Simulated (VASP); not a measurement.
# SnO2 in VASP: single point with PBEsol

Aim: the single point of SnO2 with PBEsol.

Program: VASP 6.6.1. These are calculated values, not measurements. Logs are shortened: lines on timing, memory, paths and dates and some standing lists are left out, and cuts for length are marked.

## Step 1: The cell of the first run

The cell holds a slab with vacuum, 12 atoms: a = 3.212 Å, b = 6.744 Å, c = 20.985 Å, α = 90.00°, β = 90.00°, γ = 90.00°.

## Step 2: Single point, PBEsol

File INCAR:

```
  ALGO = Normal
  DIPOL = 0.5 0.5 0.500
  EDIFF = 1E-7
  ENCUT = 520
  GGA = PS
  IDIPOL = 3
  ISIF = 2
  ISMEAR = 0
  LASPH = True
  LCHARG = True
  LDIPOL = True
  LELF = True
  LREAL = False
  LVACPOTAV = True
  LVHAR = True
  LWAVE = False
  NBANDS = 64
  NELM = 60
  PREC = Accurate
  SIGMA = 0.05
```

File KPOINTS:

```
k-points
0
Gamma
  8 4 1
```

File POSCAR:

```
SnO2
1.0
    3.2120647285      0.0000000000      0.0000000000
    0.0000000000      6.7443703666      0.0000000000
    0.0000000000      0.0000000000     20.9852728198
O Sn
8 4
Direct
    0.0000000000      0.0000000000      0.3573934952
    0.5000000000      0.3062763835      0.4196535301
    0.5000000000      0.6937236165      0.4196535301
    0.0000000000      0.0000000000      0.4819135650
    0.0000000000      0.5000000000      0.5180864350
    0.5000000000      0.8062763835      0.5803464699
    0.5000000000      0.1937236165      0.5803464699
    0.0000000000      0.5000000000      0.6426065048
    0.0000000000      0.5000000000      0.4196535301
    0.5000000000      0.0000000000      0.4196535301
    0.0000000000      0.0000000000      0.5803464699
    0.5000000000      0.5000000000      0.5803464699
```

Potentials or basis: VASP PAW PBE potentials, release 64 (O, Sn_d).

Command:

```console
> cat potpaw_PBE.64/O/POTCAR potpaw_PBE.64/Sn_d/POTCAR > POTCAR
> mpirun -np 1 vasp_std > vasp.out
```

OUTCAR:

```text
EDIFF = 1E-7
   ENCUT = 520
   GGA = PS
   ISIF = 2
   ISMEAR = 0
   LASPH = True
   LREAL = False
   NELM = 60
   PREC = Accurate

 ion  position               nearest neighbor table
   1  0.000  0.000  0.357-  10 2.07  10 2.07
   2  0.500  0.306  0.420-  10 2.07   9 2.07   9 2.07
   3  0.500  0.694  0.420-  10 2.07   9 2.07   9 2.07
   4  0.000  0.000  0.482-  11 2.07  10 2.07  10 2.07
   5  0.000  0.500  0.518-   9 2.07  12 2.07  12 2.07
   6  0.500  0.806  0.580-  12 2.07  11 2.07  11 2.07
   7  0.500  0.194  0.580-  12 2.07  11 2.07  11 2.07
   8  0.000  0.500  0.643-  12 2.07  12 2.07
   9  0.000  0.500  0.420-   5 2.07   3 2.07   2 2.07   2 2.07   3 2.07  12 3.74  12 3.74  10 3.74
                            10 3.74  10 3.74  10 3.74
  10  0.500  0.000  0.420-   2 2.07   3 2.07   1 2.07   4 2.07   1 2.07   4 2.07  11 3.74  11 3.74
                             9 3.74   9 3.74   9 3.74   9 3.74
  11  0.000  0.000  0.580-   4 2.07   6 2.07   7 2.07   6 2.07   7 2.07  10 3.74  10 3.74  12 3.74
                            12 3.74  12 3.74  12 3.74
  12  0.500  0.500  0.580-   6 2.07   7 2.07   5 2.07   8 2.07   5 2.07   8 2.07   9 3.74   9 3.74
                            11 3.74  11 3.74  11 3.74  11 3.74

  LATTYP: Found a simple orthorhombic cell.
 ALAT       =     3.2120647285
 B/A-ratio  =     2.0996993948
 C/A-ratio  =     6.5332658566

  Lattice vectors:

 A1 = (   3.2120647285,   0.0000000000,   0.0000000000)
 A2 = (   0.0000000000,   6.7443703666,   0.0000000000)
 A3 = (   0.0000000000,   0.0000000000,  20.9852728198)

Analysis of symmetry for initial positions (statically):
=====================================================================
 Subroutine PRICEL returns:
 Original cell was already a primitive cell.

 Routine SETGRP: Setting up the symmetry group for a
 simple orthorhombic supercell.

 Subroutine GETGRP returns: Found  8 space group operations
 (whereof  4 operations were pure point group operations)
 out of a pool of  8 trial point group operations.

The static configuration has the point symmetry C_2v.
 The point group associated with its full space group is D_2h.

Analysis of symmetry for dynamics (positions and initial velocities):
=====================================================================
 Subroutine PRICEL returns:
 Original cell was already a primitive cell.

 Routine SETGRP: Setting up the symmetry group for a
 simple orthorhombic supercell.

 Subroutine GETGRP returns: Found  8 space group operations
 (whereof  4 operations were pure point group operations)
 out of a pool of  8 trial point group operations.

The dynamic configuration has the point symmetry C_2v.
 The point group associated with its full space group is D_2h.

 Subroutine INISYM returns: Found  8 space group operations
 (whereof  4 operations are pure point group operations),
 and found     1 'primitive' translations

----------------------------------------------------------------------------------------

                                     Primitive cell

  volume of cell :     454.6114

  direct lattice vectors                    reciprocal lattice vectors
     3.212064729  0.000000000  0.000000000     0.311326229  0.000000000  0.000000000
     0.000000000  6.744370367  0.000000000     0.000000000  0.148271810  0.000000000
     0.000000000  0.000000000 20.985272820     0.000000000  0.000000000  0.047652466

  length of vectors
     3.212064729  6.744370367 20.985272820     0.311326229  0.148271810  0.047652466

  position of ions in fractional coordinates (direct lattice)
     0.000000000  0.000000000  0.357393495
     0.500000000  0.306276383  0.419653530
     0.500000000  0.693723617  0.419653530
     0.000000000  0.000000000  0.481913565
     0.000000000  0.500000000  0.518086435
     0.500000000  0.806276383  0.580346470
     0.500000000  0.193723617  0.580346470
     0.000000000  0.500000000  0.642606505
     0.000000000  0.500000000  0.419653530
     0.500000000  0.000000000  0.419653530
     0.000000000  0.000000000  0.580346470
     0.500000000  0.500000000  0.580346470

  ion indices of the primitive-cell ions
   primitive index   ion index
                 1           1
                 2           2
                 3           3
                 4           4
[... 28 lines left out ...]
     0.000000000  0.000000000  0.000000000

 Subroutine IBZKPT returns following result:
 ===========================================

 Found     15 irreducible k-points:

 Following reciprocal coordinates:
            Coordinates               Weight
  0.000000  0.000000  0.000000      1.000000
  0.125000  0.000000  0.000000      2.000000
  0.250000  0.000000  0.000000      2.000000
  0.375000  0.000000  0.000000      2.000000
  0.500000  0.000000  0.000000      1.000000
  0.000000  0.250000  0.000000      2.000000
  0.125000  0.250000  0.000000      4.000000
  0.250000  0.250000  0.000000      4.000000
  0.375000  0.250000  0.000000      4.000000
  0.500000  0.250000  0.000000      2.000000
  0.000000  0.500000  0.000000      1.000000
  0.125000  0.500000  0.000000      2.000000
  0.250000  0.500000  0.000000      2.000000
  0.375000  0.500000  0.000000      2.000000
  0.500000  0.500000  0.000000      1.000000
   k-points           NKPTS =     15   k-points in BZ     NKDIM =     15   number of bands    NBANDS=     64
   number of dos      NEDOS =    301   number of ions     NIONS =     12
   total plane-waves  NPLWV = 192000
   dimension x,y,z NGX =    24 NGY =   50 NGZ =  160
   dimension x,y,z NGXF=    48 NGYF=  100 NGZF=  320
   ions per type =               8   4
   NGX,Y,Z   is equivalent  to a cutoff of  12.42, 12.32, 12.68 a.u.
   NGXF,Y,Z  is equivalent  to a cutoff of  24.84, 24.65, 25.35 a.u.
 SYSTEM =  unknown system
   PREC   = accura    normal or accurate (medium, high low for compatibility)
   ISTART =      0    job   : 0-new  1-cont  2-samecut
   ICHARG =      2    charge: 1-file 2-atom 10-const
   ISPIN  =      1    spin polarized calculation?
   LNONCOLLINEAR =      F non collinear calculations
   LSORBIT =      F    spin-orbit coupling
   LASPH  =      T    aspherical Exc in radial PAW
   ENCUT  =  520.0 eV  38.22 Ry    6.18 a.u.   5.97 12.54 39.02*2*pi/ulx,y,z
   NELM   =     60;   NELMIN=  2; NELMDL= -5     # of ELM steps
   EDIFF  = 0.1E-06   stopping-criterion for ELM
   LREAL  =      F    real-space projection
   EDIFFG = 0.1E-05   stopping-criterion for IOM
   NSW    =      0    number of steps for IOM
   IBRION =     -1    ionic relax: 0-MD 1-quasi-New 2-CG
   NFREE  =      0    steps in history (QN), initial steepest desc. (CG)
   ISIF   =      2    stress and relaxation
   ISYM   =      2    0-nonsym 1-usesym 2-fastsym
   POTIM  = 0.5000    time-step for ionic-motion
   TEBEG  =    0.0;   TEEND  =   0.0 temperature during run
   PSTRESS=    0.0 pullay stress
   NELECT =     104.0000    total number of electrons
   NUPDOWN=      -1.0000    fix difference up-down
   EMIN   =  10.00;   EMAX   =-10.00  energy-range for DOS
   EFERMI =   0.00;   METHOD = LEGACY
   ISMEAR =     0;   SIGMA  =   0.05  broadening in eV -4-tet -1-fermi 0-gaus
   EFERMI_NEDOS =   21; number of points for ismear=-14 and -15
   IALGO  =     38    algorithm
   IMIX   =      4    mixing-type and parameters
     AMIX     =   0.40;   BMIX     =  1.00
     AMIX_MAG =   1.60;   BMIX_MAG =  1.00
  volume/ion in A,a.u.               =      37.88       255.66
  Fermi-wavevector in a.u.,A,eV,Ry     =   1.001242  1.892074 13.639651  1.002486
  Thomas-Fermi vector in A             =   2.133651
   LORBIT       =      0    0 simple, 1 ext, 2 COOP (PROOUT), +10 PAW based schemes
   GGA     = PS    functional components
   LHFCALC =     F    Hartree Fock is set to
   AEXX    =    0.0000 exact exchange contribution
   IVDW    =     0    specifies the selected vdW correction
   LEPSILON=     F    determine dielectric tensor
   LRPA    =     F    only Hartree local field effects (RPA)
 non-spin polarized calculation
 Gauss-broadening in eV      SIGMA  =   0.05
  energy-cutoff  :      520.00
  volume of cell :      454.61
 maximum number of plane-waves:     12292
 NGX is ok and might be reduce to    24
   NGX = 11   NGY = 25   NGZ = 79

 number of electron     104.0000006 magnetization

 dipolmoment           0.000000      0.000000      0.000000 electrons x Angstroem

 Free energy of the ion-electron system (eV)
  ---------------------------------------------------
  ext. energy  EPLUGINS =         0.00000000
  ---------------------------------------------------
  free energy    TOTEN  =       -75.20116883 eV

  energy without entropy =      -75.20116881  energy(sigma->0) =      -75.20116882

 E-fermi :  -2.3665     XC(G=0):  -4.2664

 val. band max:       -2.5433370409   @ k =   0.3750   0.0000   0.0000
 cond. band min:      -2.1977817024   @ k =   0.0000   0.0000   0.0000
 fundamental gap:      0.3455553385
 Fermi energy:        -2.3665406480

 k-point     1 :       0.0000    0.0000    0.0000
  band No.  band energies     occupation
      1     -24.6729      2.00000
      2     -24.6612      2.00000
      3     -23.9535      2.00000
      4     -23.9506      2.00000
      5     -23.9501      2.00000
      6     -23.9473      2.00000
[... 994 lines left out ...]
     63       6.9408      0.00000
     64       6.9408      0.00000

------------------------ aborting loop because EDIFF is reached ----------------------------------------

  FORCE on cell =-STRESS in cart. coord.  units (eV):
  Direction    XX          YY          ZZ          XY          YZ          ZX
  --------------------------------------------------------------------------------------
  -------------------------------------------------------------------------------------
  Total       -6.1699686      5.9168404     -0.8892418      0.0000000      0.0000000      0.0000000
  in kB      -21.7446897     20.8525955     -3.1339360      0.0000000      0.0000000      0.0000000
  external PRESSURE =      -1.3420101 kB  Pullay stress =       0.0000000 kB

 VOLUME and BASIS-vectors are now :
 -----------------------------------------------------------------------------
  energy-cutoff  :      520.00
  volume of cell :      454.61
      direct lattice vectors                 reciprocal lattice vectors
     3.212064729  0.000000000  0.000000000     0.311326229  0.000000000  0.000000000
     0.000000000  6.744370367  0.000000000     0.000000000  0.148271810  0.000000000
     0.000000000  0.000000000 20.985272820     0.000000000  0.000000000  0.047652466

 POSITION                                       TOTAL-FORCE (eV/Angst)
 -----------------------------------------------------------------------------------
      0.00000      0.00000      7.50000         0.000000      0.000000      1.117261
      1.60603      2.06564      8.80654         0.000000      1.316843     -0.680593
      1.60603      4.67873      8.80654         0.000000     -1.316843     -0.680593
      0.00000      0.00000     10.11309         0.000000      0.000000      1.483377
      0.00000      3.37219     10.87219         0.000000      0.000000     -1.483377
      1.60603      5.43783     12.17873         0.000000      1.316843      0.680593
      1.60603      1.30654     12.17873         0.000000     -1.316843      0.680593
      0.00000      3.37219     13.48527         0.000000      0.000000     -1.117261
      0.00000      3.37219      8.80654         0.000000      0.000000      2.006756
      1.60603      0.00000      8.80654         0.000000      0.000000     -2.769557
      0.00000      0.00000     12.17873         0.000000      0.000000     -2.006756
      1.60603      3.37219     12.17873         0.000000      0.000000      2.769557
 -----------------------------------------------------------------------------------
    total drift:                                0.000000     -0.000000      0.000000

  FREE ENERGIE OF THE ION-ELECTRON SYSTEM (eV)
  ---------------------------------------------------
  free  energy   TOTEN  =       -75.2011688299 eV

  energy  without entropy=      -75.2011688093  energy(sigma->0) =      -75.20116882

 vacuum level on the upper side and lower side of the slab         4.366         4.366
```

It took 20 min on 1 thread of AMD EPYC 7R43 (Zen 3), shared host; peak memory 0.57 GiB.

Results:

* Free energy: -75.2012 eV
* Largest force: 2.770 eV/Å
* Band gap on the k mesh: 0.35 eV (least direct gap 0.36 eV)

Forces on the atoms (eV/Å):
```
O    0.000  0.000  1.117
O    0.000  1.317 -0.681
O    0.000 -1.317 -0.681
O    0.000  0.000  1.483
O    0.000  0.000 -1.483
O    0.000  1.317  0.681
O    0.000 -1.317  0.681
O    0.000  0.000 -1.117
Sn   0.000  0.000  2.007
Sn   0.000  0.000 -2.770
Sn   0.000  0.000 -2.007
Sn   0.000  0.000  2.770
```

Caveat: the PAW data sets were made with another functional, which shifts forces and pressure a little; spin-orbit coupling is left out, which moves the levels of the heavy elements.
